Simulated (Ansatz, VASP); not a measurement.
## One calculation of AlN, two programs

File INCAR:

```
SYSTEM = AlN
PREC = Accurate
ENCUT = 520
EDIFF = 1E-6
ISMEAR = -1
SIGMA = 0.05
LREAL = .False.
LASPH = .True.
NELM = 80
ALGO = Normal
ISIF = 2
LWAVE = .False.
LCHARG = .False.
GGA = RP
IVDW = 12
NBANDS = 16
```

Contents of KPOINTS:

```
Automatic mesh
0
Gamma
  10 10 6
  0 0 0
```

The input POSCAR:

```
AlN
1.0
    3.0494515564      0.0000000000      0.0000000000
   -1.5247257782      2.6409025155      0.0000000000
    0.0000000000      0.0000000000      4.8793184075
Al N
2 2
Direct
    0.6666666667      0.3333333333      0.5000000000
    0.3333333333      0.6666666667      0.0000000000
    0.6666666667      0.3333333333      0.8800000000
    0.3333333333      0.6666666667      0.3800000000
```

File input.yaml:

```yaml
crystal:
  lattice:
    - [3.0494515564, 0.0, 0.0]
    - [-1.5247257782, 2.6409025155, 0.0]
    - [0.0, 0.0, 4.8793184075]
  atoms:
    - { symbol: Al, position: [0.6666666667, 0.3333333333, 0.5] }
    - { symbol: Al, position: [0.3333333333, 0.6666666667, 0.0] }
    - { symbol: "N", position: [0.6666666667, 0.3333333333, 0.88] }
    - { symbol: "N", position: [0.3333333333, 0.6666666667, 0.38] }
hamiltonian:
  xc: rpbe
  pseudopotentials: { kind: paw }
  dispersion: d3bj
kpoints:
  mp_grid: { grid: [10, 10, 6] }
scf:
  occupations: { method: fermi_dirac, width: 0.05 }
output:
  forces: true
  stress: true
  eigenvalues: true
```

Alike in both runs: task single point; functional RPBE; dispersion D3(BJ); k mesh 10 × 10 × 6; occupations fermi-dirac, width 0.05 eV; no spin polarisation.

```csv
,VASP,Ansatz
version,VASP 6.6.1,Ansatz 0.2.0
potentials or method,"VASP PAW PBE potentials, release 64 (Al, N)",Ansatz PAW
plane-wave cutoff (eV),520,420
valence electrons in the cell,16,16
```

|  | VASP | Ansatz | Ansatz less VASP |
| --- | --- | --- | --- |
| gap on the k mesh at the Fermi level (eV) | 4.82 | 4.79 | -0.029 |
| least direct gap on the mesh (eV) | 4.82 | 4.79 | -0.029 |
| pressure (GPa) | -2.0 | -1.3 | +0.71 |
| traceless stress, the component that is largest in VASP (GPa) | 0.59 | 0.53 | -0.059 |
| rms of the force components (eV/Å) | 0.116 | 0.116 | +0.0006 |

VASP's potentials were made for PBE, not for RPBE. Atom by atom the forces differ by 0.001 eV/Å (rms over components).
